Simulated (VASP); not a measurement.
Ge, 1 atom in the cell. The structure is cubic, space group Fm-3m (No. 225). Conventional cell: a = 4.197 Å, b = 4.197 Å, c = 4.197 Å, α = 90.00°, β = 90.00°, γ = 90.00°. Within 3.9 Å of Ge (site symmetry m-3m) lie 12 Ge at 2.97 Å. 

```yaml
Program: VASP 6.6.1
Task: single point
Functional: PBE
Potentials_or_basis: VASP PAW PBE potentials, release 64 (Ge_d)
Cutoff: 520 eV
k_mesh: 10 × 10 × 10
Occupations: gaussian, width 0.1 eV
Spin: no spin polarisation
Dipole_correction: no
Further_INCAR_settings: ALGO = Normal; EDIFF = 1e-06; NBANDS = 13
```

Potentials or basis: VASP PAW PBE potentials, release 64 (Ge_d).

Run with:

```bash
$ cat potpaw_PBE.64/Ge_d/POTCAR > POTCAR
$ mpirun -np 1 vasp_std > vasp.out
```

Hardware: 1 thread of Intel(R) Xeon(R) Platinum 8488C (Sapphire Rapids), with other jobs on the host.

Question: Estimate the wall time of this run.

Answer: Run time: 6.1 s on 1 thread of Intel(R) Xeon(R) Platinum 8488C (Sapphire Rapids), with other jobs on the host, peak memory 0.13 GiB. Counts: scf iterations 10, k points 47.
